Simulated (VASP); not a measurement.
# Li2Se (Fm-3m) in VASP: notebook

The runs below take Li2Se through single point, with PBE, HSE06, PBE-based screened hybrid with 35 % exact exchange, PBE-based screened hybrid with 5 % exact exchange.

All numbers are computed with VASP 6.6.1; they aren't measurements. Logs are shortened: lines on timing, memory, paths and dates and some standing lists are left out, and cuts for length are marked.

### Step 1. The cell of the first run

It takes space group Fm-3m (No. 225, cubic). Conventional cell: a = 5.987 Å, b = 5.987 Å, c = 5.987 Å, α = 90.00°, β = 90.00°, γ = 90.00°. Within 3.4 Å of Se (site symmetry m-3m) lie 8 Li at 2.59 Å. Within 3.4 Å of Li (site symmetry -43m) lie 4 Se at 2.59 Å and 6 Li at 2.99 Å.

### Step 2. Single point, PBE

Contents of INCAR:

```
PREC = Accurate
ENCUT = 750
EDIFF = 1E-6
ISMEAR = 0
SIGMA = 0.01
LREAL = F
LASPH = T
NELM = 120
ALGO = Normal
ISIF = 2
LWAVE = F
LCHARG = F
GGA = PE
NBANDS = 13
GGA_COMPAT = F
```

Contents of KPOINTS:

```
Automatic mesh
0
Gamma
  6 6 6
```

Contents of POSCAR:

```
Li2Se
1.0
    0.0000000000      2.9935210596      2.9935210596
    2.9935210596      0.0000000000      2.9935210596
    2.9935210596      2.9935210596      0.0000000000
Se Li
1 2
Direct
    0.0000000000      0.0000000000      0.0000000000
    0.2500000000      0.2500000000      0.2500000000
    0.7500000000      0.7500000000      0.7500000000
```

Potentials or basis: VASP PAW PBE potentials, release 64 (Se, Li_sv).

Run with:

```console
cat potpaw_PBE.64/Se/POTCAR potpaw_PBE.64/Li_sv/POTCAR > POTCAR
mpirun -np 1 vasp_std > vasp.out
```

OUTCAR:

```text
PREC = Accurate
   ENCUT = 750
   EDIFF = 1E-6
   ISMEAR = 0
   LREAL = F
   LASPH = T
   NELM = 120
   ISIF = 2
   GGA = PE

 ion  position               nearest neighbor table
   1  0.000  0.000  0.000-   2 2.59   3 2.59   3 2.59   3 2.59   3 2.59   2 2.59   2 2.59   2 2.59

   2  0.250  0.250  0.250-   1 2.59   1 2.59   1 2.59   1 2.59
   3  0.750  0.750  0.750-   1 2.59   1 2.59   1 2.59   1 2.59

  LATTYP: Found a face centered cubic cell.
 ALAT       =     5.9870421192

  Lattice vectors:

 A1 = (   0.0000000000,   2.9935210596,   2.9935210596)
 A2 = (   2.9935210596,   0.0000000000,   2.9935210596)
 A3 = (   2.9935210596,   2.9935210596,   0.0000000000)

Analysis of symmetry for initial positions (statically):
=====================================================================
 Subroutine PRICEL returns:
 Original cell was already a primitive cell.

 Routine SETGRP: Setting up the symmetry group for a
 face centered cubic supercell.

 Subroutine GETGRP returns: Found 48 space group operations
 (whereof 48 operations were pure point group operations)
 out of a pool of 48 trial point group operations.

The static configuration has the point symmetry O_h .

Analysis of symmetry for dynamics (positions and initial velocities):
=====================================================================
 Subroutine PRICEL returns:
 Original cell was already a primitive cell.

 Routine SETGRP: Setting up the symmetry group for a
 face centered cubic supercell.

 Subroutine GETGRP returns: Found 48 space group operations
 (whereof 48 operations were pure point group operations)
 out of a pool of 48 trial point group operations.

The dynamic configuration has the point symmetry O_h .

 Subroutine INISYM returns: Found 48 space group operations
 (whereof 48 operations are pure point group operations),
 and found     1 'primitive' translations

----------------------------------------------------------------------------------------

                                     Primitive cell

  volume of cell :      53.6509

  direct lattice vectors                    reciprocal lattice vectors
     0.000000000  2.993521060  2.993521060    -0.167027387  0.167027387  0.167027387
     2.993521060  0.000000000  2.993521060     0.167027387 -0.167027387  0.167027387
     2.993521060  2.993521060  0.000000000     0.167027387  0.167027387 -0.167027387

  length of vectors
     4.233478082  4.233478082  4.233478082     0.289299920  0.289299920  0.289299920

  position of ions in fractional coordinates (direct lattice)
     0.000000000  0.000000000  0.000000000
     0.250000000  0.250000000  0.250000000
     0.750000000  0.750000000  0.750000000

  ion indices of the primitive-cell ions
   primitive index   ion index
                 1           1
                 2           2
                 3           3

----------------------------------------------------------------------------------------

 KPOINTS: Automatic mesh

Automatic generation of k-mesh.
 Grid dimensions read from file:
 generate k-points for:    6    6    6

 Generating k-lattice:

  Cartesian coordinates                     Fractional coordinates (reciprocal lattice)
    -0.027837898  0.027837898  0.027837898     0.166666667  0.000000000  0.000000000
     0.027837898 -0.027837898  0.027837898     0.000000000  0.166666667  0.000000000
     0.027837898  0.027837898 -0.027837898     0.000000000  0.000000000  0.166666667

  Length of vectors
     0.048216653  0.048216653  0.048216653

  Shift w.r.t. Gamma in fractional coordinates (k-lattice)
     0.000000000  0.000000000  0.000000000

 Subroutine IBZKPT returns following result:
 ===========================================

 Found     16 irreducible k-points:

 Following reciprocal coordinates:
            Coordinates               Weight
  0.000000  0.000000  0.000000      1.000000
  0.166667  0.000000  0.000000      8.000000
  0.333333  0.000000  0.000000      8.000000
  0.500000  0.000000  0.000000      4.000000
  0.166667  0.166667  0.000000      6.000000
  0.333333  0.166667  0.000000     24.000000
[... 8 lines left out ...]
 -0.333333  0.333333  0.166667     24.000000
 -0.333333  0.500000  0.166667     12.000000
   k-points           NKPTS =     16   k-points in BZ     NKDIM =     16   number of bands    NBANDS=     13
   number of dos      NEDOS =    301   number of ions     NIONS =      3
   total plane-waves  NPLWV =  64000
   dimension x,y,z NGX =    40 NGY =   40 NGZ =   40
   dimension x,y,z NGXF=    80 NGYF=   80 NGZF=   80
   ions per type =               1   2
   NGX,Y,Z   is equivalent  to a cutoff of  15.71, 15.71, 15.71 a.u.
   NGXF,Y,Z  is equivalent  to a cutoff of  31.42, 31.42, 31.42 a.u.
 SYSTEM =  unknown system
   PREC   = accura    normal or accurate (medium, high low for compatibility)
   ISTART =      0    job   : 0-new  1-cont  2-samecut
   ICHARG =      2    charge: 1-file 2-atom 10-const
   ISPIN  =      1    spin polarized calculation?
   LNONCOLLINEAR =      F non collinear calculations
   LSORBIT =      F    spin-orbit coupling
   LASPH  =      T    aspherical Exc in radial PAW
   ENCUT  =  750.0 eV  55.12 Ry    7.42 a.u.   9.45  9.45  9.45*2*pi/ulx,y,z
   NELM   =    120;   NELMIN=  2; NELMDL= -5     # of ELM steps
   EDIFF  = 0.1E-05   stopping-criterion for ELM
   LREAL  =      F    real-space projection
   EDIFFG = 0.1E-04   stopping-criterion for IOM
   NSW    =      0    number of steps for IOM
   IBRION =     -1    ionic relax: 0-MD 1-quasi-New 2-CG
   NFREE  =      0    steps in history (QN), initial steepest desc. (CG)
   ISIF   =      2    stress and relaxation
   ISYM   =      2    0-nonsym 1-usesym 2-fastsym
   POTIM  = 0.5000    time-step for ionic-motion
   TEBEG  =    0.0;   TEEND  =   0.0 temperature during run
   PSTRESS=    0.0 pullay stress
   NELECT =      12.0000    total number of electrons
   NUPDOWN=      -1.0000    fix difference up-down
   EMIN   =  10.00;   EMAX   =-10.00  energy-range for DOS
   EFERMI =   0.00;   METHOD = LEGACY
   ISMEAR =     0;   SIGMA  =   0.01  broadening in eV -4-tet -1-fermi 0-gaus
   EFERMI_NEDOS =   21; number of points for ismear=-14 and -15
   IALGO  =     38    algorithm
   IMIX   =      4    mixing-type and parameters
     AMIX     =   0.40;   BMIX     =  1.00
     AMIX_MAG =   1.60;   BMIX_MAG =  1.00
  volume/ion in A,a.u.               =      17.88       120.68
  Fermi-wavevector in a.u.,A,eV,Ry     =   0.993748  1.877911 13.436230  0.987535
  Thomas-Fermi vector in A             =   2.125651
   LORBIT       =      0    0 simple, 1 ext, 2 COOP (PROOUT), +10 PAW based schemes
   GGA     = PE    functional components
   LHFCALC =     F    Hartree Fock is set to
   AEXX    =    0.0000 exact exchange contribution
   IVDW    =     0    specifies the selected vdW correction
   LEPSILON=     F    determine dielectric tensor
   LRPA    =     F    only Hartree local field effects (RPA)
 non-spin polarized calculation
 Gauss-broadening in eV      SIGMA  =   0.01
  energy-cutoff  :      750.00
  volume of cell :       53.65
 maximum number of plane-waves:      2529
 NGX is ok and might be reduce to    40
   NGX = 19   NGY = 19   NGZ = 19

 number of electron      12.0000003 magnetization

 Free energy of the ion-electron system (eV)
  ---------------------------------------------------
  ext. energy  EPLUGINS =         0.00000000
  ---------------------------------------------------
  free energy    TOTEN  =       -11.13001241 eV

  energy without entropy =      -11.13001241  energy(sigma->0) =      -11.13001241

 E-fermi :   1.2458     XC(G=0):  -8.2947

 val. band max:        1.0468352976   @ k =   0.0000   0.0000   0.0000
 cond. band min:       4.0143960782   @ k =   0.5000   0.5000   0.0000
 fundamental gap:      2.9675607805
 Fermi energy:         1.2458151053

 k-point     1 :       0.0000    0.0000    0.0000
  band No.  band energies     occupation
      1     -43.6507      2.00000
      2     -43.6260      2.00000
      3     -10.3661      2.00000
      4       1.0468      2.00000
      5       1.0468      2.00000
      6       1.0468      2.00000
      7       4.4679      0.00000
      8       6.6708      0.00000
      9       6.6708      0.00000
     10       6.6708      0.00000
     11      11.6539      0.00000
     12      11.6539      0.00000
     13      12.0019      0.00000

 k-point     2 :       0.1667    0.0000    0.0000
  band No.  band energies     occupation
      1     -43.6489      2.00000
      2     -43.6276      2.00000
      3     -10.2809      2.00000
      4       0.0159      2.00000
      5       0.8914      2.00000
      6       0.8914      2.00000
      7       5.1961      0.00000
      8       7.0357      0.00000
      9       7.0357      0.00000
     10       7.3152      0.00000
     11      10.1880      0.00000
     12      10.1880      0.00000
     13      12.1904      0.00000

 k-point     3 :       0.3333    0.0000    0.0000
  band No.  band energies     occupation
      1     -43.6442      2.00000
      2     -43.6319      2.00000
      3     -10.0961      2.00000
      4      -1.3427      2.00000
      5       0.6284      2.00000
      6       0.6284      2.00000
      7       5.9135      0.00000
      8       7.1790      0.00000
      9       7.1790      0.00000
     10       8.5323      0.00000
     11      10.6585      0.00000
     12      10.6585      0.00000
     13      12.8591      0.00000
[... 177 lines left out ...]
 k-point    15 :      -0.3333    0.3333    0.1667
  band No.  band energies     occupation
      1     -43.6378      2.00000
      2     -43.6378      2.00000
      3      -9.9062      2.00000
      4      -1.3714      2.00000
      5      -0.5884      2.00000
      6      -0.1699      2.00000
      7       6.3141      0.00000
      8       7.0925      0.00000
      9       9.3223      0.00000
     10       9.7972      0.00000
     11       9.9352      0.00000
     12      11.9506      0.00000
     13      13.6657      0.00000

 k-point    16 :      -0.3333    0.5000    0.1667
  band No.  band energies     occupation
      1     -43.6398      2.00000
      2     -43.6357      2.00000
      3      -9.8773      2.00000
      4      -1.0698      2.00000
      5      -0.6562      2.00000
      6      -0.6531      2.00000
      7       5.3031      0.00000
      8       8.1162      0.00000
      9       8.6304      0.00000
     10      10.3388      0.00000
     11      11.7762      0.00000
     12      12.6492      0.00000
     13      13.0217      0.00000

------------------------ aborting loop because EDIFF is reached ----------------------------------------

  FORCE on cell =-STRESS in cart. coord.  units (eV):
  Direction    XX          YY          ZZ          XY          YZ          ZX
  --------------------------------------------------------------------------------------
  -------------------------------------------------------------------------------------
  Total        0.0903924      0.0903924      0.0903924     -0.0000000     -0.0000000      0.0000000
  in kB        2.6993889      2.6993889      2.6993889     -0.0000000     -0.0000000      0.0000000
  external PRESSURE =       2.6993889 kB  Pullay stress =       0.0000000 kB

 VOLUME and BASIS-vectors are now :
 -----------------------------------------------------------------------------
  energy-cutoff  :      750.00
  volume of cell :       53.65
      direct lattice vectors                 reciprocal lattice vectors
     0.000000000  2.993521060  2.993521060    -0.167027387  0.167027387  0.167027387
     2.993521060  0.000000000  2.993521060     0.167027387 -0.167027387  0.167027387
     2.993521060  2.993521060  0.000000000     0.167027387  0.167027387 -0.167027387

 POSITION                                       TOTAL-FORCE (eV/Angst)
 -----------------------------------------------------------------------------------
      0.00000      0.00000      0.00000         0.000000      0.000000      0.000000
      1.49676      1.49676      1.49676         0.000000      0.000000      0.000000
      4.49028      4.49028      4.49028        -0.000000     -0.000000     -0.000000
 -----------------------------------------------------------------------------------
    total drift:                                0.000000     -0.000000      0.000000

  FREE ENERGIE OF THE ION-ELECTRON SYSTEM (eV)
  ---------------------------------------------------
  free  energy   TOTEN  =       -11.1300124102 eV

  energy  without entropy=      -11.1300124102  energy(sigma->0) =      -11.13001241
```

Wall time 34 s (1 thread of Intel Xeon 8259CL, shared host); peak memory 0.24 GiB.

What came out:

```
Free energy            : -11.1300 eV
Pressure               : 0.3 GPa
Band gap on the k mesh : 2.97 eV (least direct gap 3.42 eV)
```

Levels at points of the mesh, in eV from the valence-band top:
```tsv
k point	band 2	band 3	band 4	band 5	band 6	band 7	band 8	band 9	band 10	band 11
(0.00, 0.00, 0.00)	-44.67	-11.41	0.00	0.00	0.00	3.42	5.62	5.62	5.62	10.61
(0.50, 0.00, 0.00)	-44.68	-11.04	-2.93	-0.53	-0.53	5.14	5.96	5.96	7.98	11.54
(0.50, 0.50, 0.00)	-44.68	-10.93	-2.30	-1.45	-1.45	2.97	6.19	10.37	10.37	11.48
```

A k mesh can miss the band edges.

### Step 3. Single point, HSE06

POSCAR is that of step 2.

Contents of INCAR.step1:

```
ALGO = Normal
EDIFF = 1E-5
ENCUT = 650
GGA = PE
GGA_COMPAT = F
ISIF = 2
ISMEAR = 0
LASPH = T
LREAL = F
LWAVE = T
NBANDS = 13
NELM = 120
PREC = Accurate
SIGMA = 0.01
```

Contents of INCAR.step2:

```
ALGO = Normal
EDIFF = 1E-6
ENCUT = 650
GGA = PE
GGA_COMPAT = F
HFSCREEN = 0.2079
ISIF = 2
ISMEAR = 0
ISTART = 1
LASPH = T
LCHARG = T
LELF = T
LHFCALC = T
LREAL = F
LVHAR = T
LWAVE = F
NBANDS = 13
NELM = 120
PREC = Accurate
PRECFOCK = Normal
SIGMA = 0.01
```

Contents of KPOINTS:

```
k-points
0
Gamma
  4 4 4
```

Potentials or basis: VASP PAW PBE potentials, release 64 (Se, Li_sv).

Run with:

```console
cat potpaw_PBE.64/Se/POTCAR potpaw_PBE.64/Li_sv/POTCAR > POTCAR
cp INCAR.step1 INCAR
mpirun -np 1 vasp_std > vasp.out
cp INCAR.step2 INCAR
mpirun -np 1 vasp_std > vasp.out
```

Wall time 9.7 min (1 thread of Intel Xeon 8259CL, shared host); peak memory 0.32 GiB.

The run converged. Its results:

```
Free energy            : -12.5553 eV
Pressure               : -0.5 GPa
Band gap on the k mesh : 3.83 eV (least direct gap 4.39 eV)
```

Levels at points of the mesh, in eV from the valence-band top:
| k point | band 2 | band 3 | band 4 | band 5 | band 6 | band 7 | band 8 | band 9 | band 10 | band 11 |
| --- | --- | --- | --- | --- | --- | --- | --- | --- | --- | --- |
| (0.00, 0.00, 0.00) | -47.73 | -12.48 | 0.00 | 0.00 | 0.00 | 4.39 | 6.67 | 6.67 | 6.67 | 11.78 |
| (0.50, 0.00, 0.00) | -47.74 | -12.05 | -3.19 | -0.57 | -0.57 | 6.19 | 6.99 | 6.99 | 9.07 | 12.88 |
| (0.50, 0.50, 0.00) | -47.74 | -11.91 | -2.52 | -1.56 | -1.56 | 3.83 | 7.22 | 11.68 | 11.68 | 12.89 |

Caveat: the k points lie up to 0.45 Å⁻¹ apart; the PAW data sets were made with another functional, which shifts forces and pressure a little.

### Step 4. Single point, PBE-based screened hybrid with 35 % exact exchange

POSCAR is that of step 3.

Contents of INCAR.step1:

```
PREC = Accurate
ENCUT = 650
EDIFF = 1E-5
ISMEAR = 0
SIGMA = 0.01
LREAL = False
LASPH = True
NELM = 120
ALGO = Normal
ISIF = 2
LWAVE = True
LCHARG = False
GGA = PE
NBANDS = 13
GGA_COMPAT = False
```

Contents of INCAR.step2:

```
PREC = Accurate
ENCUT = 650
EDIFF = 1E-6
ISMEAR = 0
SIGMA = 0.01
LREAL = False
LASPH = True
NELM = 120
ALGO = Normal
ISIF = 2
LWAVE = False
LCHARG = False
GGA = PE
LHFCALC = True
AEXX = 0.35
HFSCREEN = 0.2078
PRECFOCK = Normal
ISTART = 1
NBANDS = 13
GGA_COMPAT = False
```

Contents of KPOINTS:

```
Automatic mesh
0
Gamma
  4 4 4
```

Run with:

```console
cat potpaw_PBE.64/Se/POTCAR potpaw_PBE.64/Li_sv/POTCAR > POTCAR
cp INCAR.step1 INCAR
mpirun -np 1 vasp_std > vasp.out
cp INCAR.step2 INCAR
mpirun -np 1 vasp_std > vasp.out
```

Wall time 9.4 min (1 thread of Intel Xeon 8259CL, shared host); peak memory 0.32 GiB.

Results (log left out):

* Free energy: -13.1508 eV
* Pressure: -0.8 GPa
* Band gap on the k mesh: 4.19 eV (least direct gap 4.80 eV)

Levels at points of the mesh, in eV from the valence-band top:
```csv
k point,band 4,band 5,band 6,band 7,band 8,band 9
"(0.00, 0.00, 0.00)",0.00,0.00,0.00,4.80,7.10,7.10
"(0.50, 0.00, 0.00)",-3.29,-0.58,-0.58,6.62,7.41,7.41
"(0.50, 0.50, 0.00)",-2.61,-1.60,-1.60,4.19,7.63,12.22
```

Caveat: the k points lie up to 0.45 Å⁻¹ apart; the PAW data sets were made with another functional, which shifts forces and pressure a little.

### Step 5. Single point, PBE-based screened hybrid with 5 % exact exchange

POSCAR is that of step 4.

Contents of INCAR.step1:

```
SYSTEM = Li2Se
ALGO = Normal ; EDIFF = 1E-5
ENCUT = 650 ; GGA = PE
GGA_COMPAT = .False. ; ISIF = 2
ISMEAR = 0 ; LASPH = .True.
LCHARG = .False. ; LREAL = .False.
LWAVE = .True. ; NBANDS = 13
NELM = 120 ; PREC = Accurate
SIGMA = 0.01
```

Contents of INCAR.step2:

```
SYSTEM = Li2Se
AEXX = 0.05 ; ALGO = Normal
EDIFF = 1E-6 ; ENCUT = 650
GGA = PE ; GGA_COMPAT = .False.
HFSCREEN = 0.2078 ; ISIF = 2
ISMEAR = 0 ; ISTART = 1
LASPH = .True. ; LCHARG = .False.
LHFCALC = .True. ; LREAL = .False.
LWAVE = .False. ; NBANDS = 13
NELM = 120 ; PREC = Accurate
PRECFOCK = Normal ; SIGMA = 0.01
```

Contents of KPOINTS:

```
k-points
0
Gamma
  4 4 4
  0 0 0
```

Run with:

```console
cat potpaw_PBE.64/Se/POTCAR potpaw_PBE.64/Li_sv/POTCAR > POTCAR
cp INCAR.step1 INCAR
mpirun -np 1 vasp_std > vasp.out
cp INCAR.step2 INCAR
mpirun -np 1 vasp_std > vasp.out
```

It took 6.6 min on 1 thread of Intel Xeon 8259CL, shared host; peak memory 0.32 GiB.

It converged, with:

* Free energy: -11.4005 eV
* Pressure: 0.1 GPa
* Band gap on the k mesh: 3.13 eV (least direct gap 3.61 eV)

Levels at points of the mesh, in eV from the valence-band top:
| k point | band 2 | band 3 | band 4 | band 5 | band 6 | band 7 | band 8 | band 9 | band 10 | band 11 |
| --- | --- | --- | --- | --- | --- | --- | --- | --- | --- | --- |
| (0.00, 0.00, 0.00) | -45.30 | -11.63 | 0.00 | 0.00 | 0.00 | 3.61 | 5.83 | 5.83 | 5.83 | 10.84 |
| (0.50, 0.00, 0.00) | -45.31 | -11.24 | -2.99 | -0.54 | -0.54 | 5.35 | 6.16 | 6.16 | 8.20 | 11.81 |
| (0.50, 0.50, 0.00) | -45.31 | -11.13 | -2.34 | -1.48 | -1.48 | 3.13 | 6.39 | 10.63 | 10.63 | 11.77 |

Caveat: the k points lie up to 0.45 Å⁻¹ apart; the PAW data sets were made with another functional, which shifts forces and pressure a little. A k mesh can miss the band edges.

### Step 6. Summary

```tsv
level	k mesh	cutoff (eV)	grid for exact exchange (PRECFOCK)	share of exact exchange	screening parameter	gap on the mesh (eV)	pressure (GPa)
PBE	6 × 6 × 6	750	-	-	-	2.97	0.3
HSE06	4 × 4 × 4	650	Normal	0.25	0.2079 1/Å	3.83	-0.5
PBE-based screened hybrid with 35 % exact exchange	4 × 4 × 4	650	Normal	0.35	0.2078 1/Å	4.19	-0.8
PBE-based screened hybrid with 5 % exact exchange	4 × 4 × 4	650	Normal	0.05	0.2078 1/Å	3.13	0.1
```

Alike in all rows: task single point; potentials or basis VASP PAW PBE potentials, release 64 (Se, Li_sv); no spin polarisation; cell as given; smearing gaussian 0.01 eV.

Caveats: some runs use coarse meshes; the PAW data sets were made with another functional, which shifts forces and pressure a little (at least some runs).

Total energies depend on the potentials used, so only differences within one code and one set of settings carry meaning.
